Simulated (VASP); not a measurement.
# AlN (P6_3mc) in VASP: single point with PBE0

Aim: the single point of AlN with PBE0.

All numbers are computed with VASP 6.6.1; they aren't measurements. Logs are shortened: lines on timing, memory, paths and dates and some standing lists are left out, and cuts for length are marked.

## Step 1: The cell of the first run

It takes space group P6_3mc (No. 186, hexagonal). Conventional cell: a = 3.130 Å, b = 3.130 Å, c = 5.018 Å, α = 90.00°, β = 90.00°, γ = 120.00°. Al (site symmetry 3m) has 4 N at 1.90 to 1.91 Å within 2.5 Å. N (site symmetry 3m) has 4 Al at 1.90 to 1.91 Å within 2.5 Å.

## Step 2: Single point, PBE0

POSCAR reads:

```
AlN
1.0
    3.1302062014      0.0000000289      0.0000000000
   -1.5651031257      2.7108380751      0.0000000000
    0.0000000000      0.0000000000      5.0180581704
Al N
2 2
Direct
    0.6666666667      0.3333333336      0.4992348500
    0.3333333334      0.6666666667      0.9992348499
    0.6666666667      0.3333333336      0.8807651499
    0.3333333334      0.6666666667      0.3807651500
```

INCAR.step1 reads:

```
SYSTEM = AlN
PREC     = Accurate       ! precision mode
ENCUT    = 520            ! plane-wave cutoff, eV
EDIFF    = 1E-5           ! SCF threshold, eV
ISMEAR   = -1             ! smearing method
SIGMA    = 0.01           ! smearing width, eV
LREAL    = .False.        ! projectors in reciprocal space
LASPH    = .True.         ! aspherical terms in the spheres
NELM     = 120            ! most SCF steps
ALGO     = Normal         ! electronic algorithm
ISIF     = 2              ! what is computed and relaxed
LWAVE    = .True.         ! write WAVECAR
GGA      = PE             ! functional
NBANDS   = 16             ! bands
GGA_COMPAT= .False.
```

INCAR.step2 reads:

```
SYSTEM = AlN
PREC     = Accurate       ! precision mode
ENCUT    = 520            ! plane-wave cutoff, eV
EDIFF    = 1E-6           ! SCF threshold, eV
ISMEAR   = -1             ! smearing method
SIGMA    = 0.01           ! smearing width, eV
LREAL    = .False.        ! projectors in reciprocal space
LASPH    = .True.         ! aspherical terms in the spheres
NELM     = 120            ! most SCF steps
ALGO     = Normal         ! electronic algorithm
ISIF     = 2              ! what is computed and relaxed
LWAVE    = .False.        ! write WAVECAR
LCHARG   = .True.         ! write CHGCAR
GGA      = PE             ! functional
LHFCALC  = .True.         ! exact exchange
AEXX     = 0.25           ! exact-exchange fraction
PRECFOCK = Normal       
LELF     = .True.         ! ELF
LVHAR    = .True.       
ISTART   = 1            
NBANDS   = 16             ! bands
GGA_COMPAT= .False.
```

KPOINTS reads:

```
Automatic mesh
0
Gamma
  7 7 4
  0 0 0
```

Potentials or basis: VASP PAW PBE potentials, release 64 (Al, N).

Run with:

```
cat potpaw_PBE.64/Al/POTCAR potpaw_PBE.64/N/POTCAR > POTCAR
cp INCAR.step1 INCAR
mpirun -np 1 vasp_std > vasp.out
cp INCAR.step2 INCAR
mpirun -np 1 vasp_std > vasp.out
```

OUTCAR:

```text
SYSTEM = AlN
   PREC = Accurate
   ENCUT = 520
   EDIFF = 1E-6
   ISMEAR = -1
   LREAL = .False.
   LASPH = .True.
   NELM = 120
   ISIF = 2
   GGA = PE
   LHFCALC = .True.
   AEXX = 0.25
   PRECFOCK = Normal
   ISTART = 1

 ion  position               nearest neighbor table
   1  0.667  0.333  0.499-   4 1.90   4 1.90   4 1.90   3 1.91   2 3.09   2 3.09   2 3.09   2 3.09
                             2 3.09   2 3.09
   2  0.333  0.667  0.999-   3 1.90   3 1.90   3 1.90   4 1.91   1 3.09   1 3.09   1 3.09   1 3.09
                             1 3.09   1 3.09
   3  0.667  0.333  0.881-   2 1.90   2 1.90   2 1.90   1 1.91
   4  0.333  0.667  0.381-   1 1.90   1 1.90   1 1.90   2 1.91

  LATTYP: Found a hexagonal cell.
 ALAT       =     3.1302062014
 C/A-ratio  =     1.6031078618

  Lattice vectors:

 A1 = (   3.1302062014,   0.0000000289,   0.0000000000)
 A2 = (  -1.5651031257,   2.7108380751,   0.0000000000)
 A3 = (   0.0000000000,   0.0000000000,   5.0180581704)

Analysis of symmetry for initial positions (statically):
=====================================================================
 Subroutine PRICEL returns:
 Original cell was already a primitive cell.

 Routine SETGRP: Setting up the symmetry group for a
 hexagonal supercell.

 Subroutine GETGRP returns: Found 12 space group operations
 (whereof  6 operations were pure point group operations)
 out of a pool of 24 trial point group operations.

The static configuration has the point symmetry C_3v.
 The point group associated with its full space group is C_6v.

Analysis of symmetry for dynamics (positions and initial velocities):
=====================================================================
 Subroutine PRICEL returns:
 Original cell was already a primitive cell.

 Routine SETGRP: Setting up the symmetry group for a
 hexagonal supercell.

 Subroutine GETGRP returns: Found 12 space group operations
 (whereof  6 operations were pure point group operations)
 out of a pool of 24 trial point group operations.

The dynamic configuration has the point symmetry C_3v.
 The point group associated with its full space group is C_6v.

 Subroutine INISYM returns: Found 12 space group operations
 (whereof  6 operations are pure point group operations),
 and found     1 'primitive' translations

----------------------------------------------------------------------------------------

                                     Primitive cell
[... 104 lines left out ...]
   PSTRESS=    0.0 pullay stress
   NELECT =      16.0000    total number of electrons
   NUPDOWN=      -1.0000    fix difference up-down
   EMIN   =  10.00;   EMAX   =-10.00  energy-range for DOS
   EFERMI =   0.00;   METHOD = LEGACY
   ISMEAR =    -1;   SIGMA  =   0.01  broadening in eV -4-tet -1-fermi 0-gaus
   EFERMI_NEDOS =   21; number of points for ismear=-14 and -15
   IALGO  =     38    algorithm
   IMIX   =      1    mixing-type and parameters
     AMIX     =   0.40;   BMIX     =  1.00
     AMIX_MAG =   1.60;   BMIX_MAG =  1.00
  volume/ion in A,a.u.               =      10.65        71.84
  Fermi-wavevector in a.u.,A,eV,Ry     =   1.181347  2.232422 18.988023  1.395580
  Thomas-Fermi vector in A             =   2.317622
   LORBIT       =      0    0 simple, 1 ext, 2 COOP (PROOUT), +10 PAW based schemes
   GGA     = PE    functional components
   LHFCALC =     T    Hartree Fock is set to
   PRECFOCK=normal    Normal, Fast or Accurate (Low or Medium for compatibility)
   ENCUT4O =  -1.0   cutoff for four orbital integrals eV
   NKREDX  =     1    reduce k-point grid by
   NKREDY  =     1    reduce k-point grid by
   NKREDZ  =     1    reduce k-point grid by
   AEXX    =    0.2500 exact exchange contribution
   HFSCREEN=    0.0000 screening length (either q_TF or 0.3 A-1)
   HFSCREENC=   0.0000 screening length for correlation (either q_TF or 0.3 A-1)
   ENCUTFOCK=  -1.0 apply spherical cutoff to Coloumb kernel
   IVDW    =     0    specifies the selected vdW correction
   LEPSILON=     F    determine dielectric tensor
   LRPA    =     F    only Hartree local field effects (RPA)
 non-spin polarized calculation
  energy-cutoff  :      520.00
  volume of cell :       42.58
 maximum number of plane-waves:      1170
 NGX is ok and might be reduce to    24
  NGX = 18; NGY = 18; NGZ = 28

 number of electron      15.9999998 magnetization

 Free energy of the ion-electron system (eV)
  ---------------------------------------------------
  ext. energy  EPLUGINS =         0.00000000
  ---------------------------------------------------
  free energy    TOTEN  =       -36.72147460 eV

  energy without entropy =      -36.72147460  energy(sigma->0) =      -36.72147460

 E-fermi :   4.9051     XC(G=0):  -8.5285

 val. band max:        4.6763030243   @ k =   0.0000   0.0000   0.0000
 cond. band min:      10.7848454717   @ k =   0.0000   0.0000   0.0000
 fundamental gap:      6.1085424473
 Fermi energy:         4.9050955817

 k-point     1 :       0.0000    0.0000    0.0000
  band No.  band energies     occupation
      1     -11.9373      2.00000
      2      -9.7116      2.00000
      3      -1.7767      2.00000
      4       3.7329      2.00000
      5       3.7329      2.00000
      6       4.4543      2.00000
[... 433 lines left out ...]
      3      -0.6800      2.00000
      4      -0.6800      2.00000
      5       0.9549      2.00000
      6       0.9549      2.00000
[... 8 lines left out ...]
     15      20.5052      0.00000
     16      20.5052      0.00000

------------------------ aborting loop because EDIFF is reached ----------------------------------------

  FORCE on cell =-STRESS in cart. coord.  units (eV):
  Direction    XX          YY          ZZ          XY          YZ          ZX
  --------------------------------------------------------------------------------------
  -------------------------------------------------------------------------------------
  Total       -1.4537156     -1.4537156     -1.4332787     -0.0000000     -0.0000000      0.0000000
  in kB      -54.6988032    -54.6988032    -53.9298259     -0.0000000     -0.0000000      0.0000000
  external PRESSURE =     -54.4424774 kB  Pullay stress =       0.0000000 kB

 VOLUME and BASIS-vectors are now :
 -----------------------------------------------------------------------------
  energy-cutoff  :      520.00
  volume of cell :       42.58
      direct lattice vectors                 reciprocal lattice vectors
     3.130206201  0.000000029  0.000000000     0.319467770  0.184444807  0.000000000
    -1.565103126  2.710838075  0.000000000    -0.000000003  0.368889608  0.000000000
     0.000000000  0.000000000  5.018058170     0.000000000  0.000000000  0.199280273

 POSITION                                       TOTAL-FORCE (eV/Angst)
 -----------------------------------------------------------------------------------
      1.56510      0.90361      2.50519         0.000000     -0.000000      0.002496
     -0.00000      1.80723      5.01422        -0.000000      0.000000      0.002496
      1.56510      0.90361      4.41973         0.000000     -0.000000     -0.002496
     -0.00000      1.80723      1.91070        -0.000000      0.000000     -0.002496
 -----------------------------------------------------------------------------------
    total drift:                               -0.000000     -0.000000      0.000428

  FREE ENERGIE OF THE ION-ELECTRON SYSTEM (eV)
  ---------------------------------------------------
  free  energy   TOTEN  =       -36.7214745985 eV

  energy  without entropy=      -36.7214745985  energy(sigma->0) =      -36.72147460
```

OUTCAR.step1:

```text
SYSTEM = AlN
   PREC = Accurate
   ENCUT = 520
   EDIFF = 1E-5
   ISMEAR = -1
   LREAL = .False.
   LASPH = .True.
[... 686 lines left out ...]
     -0.00000      1.80723      5.01422         0.000000      0.000000     -0.000039
      1.56510      0.90361      4.41973        -0.000000      0.000000      0.000039
     -0.00000      1.80723      1.91070         0.000000     -0.000000      0.000039
 -----------------------------------------------------------------------------------
    total drift:                                0.000000     -0.000001      0.000821

  FREE ENERGIE OF THE ION-ELECTRON SYSTEM (eV)
  ---------------------------------------------------
  free  energy   TOTEN  =       -29.7801966491 eV

  energy  without entropy=      -29.7801966491  energy(sigma->0) =      -29.78019665
```

OSZICAR.step1:

```text
N       E                     dE             d eps       ncg     rms          rms(c)
DAV:   1     0.405818603857E+02    0.40582E+02   -0.70720E+03   768   0.880E+02
DAV:   2    -0.309717811759E+02   -0.71554E+02   -0.66151E+02  1096   0.189E+02
DAV:   3    -0.344351067899E+02   -0.34633E+01   -0.34548E+01   912   0.422E+01
DAV:   4    -0.344564813985E+02   -0.21375E-01   -0.21372E-01   968   0.375E+00
DAV:   5    -0.344567627524E+02   -0.28135E-03   -0.28135E-03   952   0.434E-01    0.121E+01
DAV:   6    -0.297651885558E+02    0.46916E+01   -0.10671E+01   920   0.236E+01    0.411E+00
DAV:   7    -0.297919623489E+02   -0.26774E-01   -0.65787E-01   808   0.571E+00    0.292E+00
DAV:   8    -0.297848670504E+02    0.70953E-02   -0.62053E-02   824   0.230E+00    0.621E-01
DAV:   9    -0.297796287034E+02    0.52383E-02   -0.12377E-02  1024   0.822E-01    0.252E-01
DAV:  10    -0.297802856917E+02   -0.65699E-03   -0.25333E-03   816   0.309E-01    0.138E-01
DAV:  11    -0.297801933912E+02    0.92301E-04   -0.19568E-04   904   0.107E-01    0.345E-02
DAV:  12    -0.297801966491E+02   -0.32580E-05   -0.12658E-05   744   0.286E-02
   1 F= -.29780197E+02 E0= -.29780197E+02  d E =-.862022E-12
```

It took 80 min on 1 thread of Intel Xeon 8259CL, shared host; peak memory 0.18 GiB.

Results:

| Item | Value |
| --- | --- |
| Free energy | -36.7215 eV |
| Pressure | -5.4 GPa |
| Band gap on the k mesh | 6.11 eV |

Forces in eV/Å, atoms in the order of the input:
```
Al   0.000  0.000  0.002
Al   0.000  0.000  0.002
N    0.000  0.000 -0.002
N    0.000  0.000 -0.002
```

Caveat: the cell stands under tension; the PAW data sets were made with another functional, which shifts forces and pressure a little.
